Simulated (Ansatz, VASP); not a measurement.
**Ge2Sb2Te5: VASP beside Ansatz**

The input INCAR:

```
SYSTEM = Ge2Sb2Te5
  PREC = Accurate
  ENCUT = 520
  EDIFF = 1E-6
  ISMEAR = 0
  SIGMA = 0.05
  LREAL = .FALSE.
  LASPH = .TRUE.
  NELM = 60
  ALGO = Normal
  ISIF = 2
  LWAVE = .FALSE.
  LCHARG = .FALSE.
  NBANDS = 44
```

The input KPOINTS:

```
regular mesh
0
G
  10 10 2
  0 0 0
```

The input POSCAR:

```
Ge2Sb2Te5
1.0
    4.1753014584      0.0000000000      0.0000000000
   -2.0876507292      3.6159171315      0.0000000000
    0.0000000000      0.0000000000     16.9127693778
Ge Sb Te
2 2 5
Direct
    0.0000000000      0.0000000000      0.3389641276
    0.0000000000      0.0000000000      0.6610358724
    0.3333333333      0.6666666667      0.1173651535
    0.6666666667      0.3333333333      0.8826348465
    0.0000000000      0.0000000000      0.0000000000
    0.3333333333      0.6666666667      0.7797139390
    0.6666666667      0.3333333333      0.2202860610
    0.3333333333      0.6666666667      0.4219135989
    0.6666666667      0.3333333333      0.5780864011
```

Input for Ansatz:

```yaml
crystal:
  lattice:
    - [4.1753014584, 0.0, 0.0]
    - [-2.0876507292, 3.6159171315, 0.0]
    - [0.0, 0.0, 16.9127693778]
  atoms:
    - { symbol: Ge, position: [0.0, 0.0, 0.3389641276] }
    - { symbol: Ge, position: [0.0, 0.0, 0.6610358724] }
    - { symbol: Sb, position: [0.3333333333, 0.6666666667, 0.1173651535] }
    - { symbol: Sb, position: [0.6666666667, 0.3333333333, 0.8826348465] }
    - { symbol: Te, position: [0.0, 0.0, 0.0] }
    - { symbol: Te, position: [0.3333333333, 0.6666666667, 0.779713939] }
    - { symbol: Te, position: [0.6666666667, 0.3333333333, 0.220286061] }
    - { symbol: Te, position: [0.3333333333, 0.6666666667, 0.4219135989] }
    - { symbol: Te, position: [0.6666666667, 0.3333333333, 0.5780864011] }
scf:
  occupations: { method: gaussian, width: 0.05 }
output:
  forces: true
  stress: false
hamiltonian:
  xc: lda
kpoints:
  mp_grid: { grid: [10, 10, 2] }
```

Alike in both runs: task single point; functional LDA; k mesh 10 × 10 × 2; occupations gaussian, width 0.05 eV; no spin polarisation.

|  | VASP | Ansatz |
| --- | --- | --- |
| version | VASP 6.6.1 | Ansatz 0.2.0 |
| potentials or method | VASP PAW LDA potentials, release 64 (Ge_d, Sb, Te) | scalar-relativistic, plane waves, PAW |
| plane-wave cutoff (eV) | 520 | 420 |
| valence electrons in the cell | 68 | 138 |

VASP gave:

* rms of the force components (eV/Å): 0.019

Problem. What did Ansatz give for the same quantities?

Solution. rms of the force components (eV/Å): 0.000.

LDA's correlation is that of Perdew and Zunger in VASP and of Perdew and Wang (1992) in Ansatz. Atom by atom the forces differ by 0.018 eV/Å (rms over components). VASP's potentials hold 68 valence electrons a cell and Ansatz's 138, so a difference there can come from the potentials and not from the codes.

Neither program's run includes spin-orbit coupling.
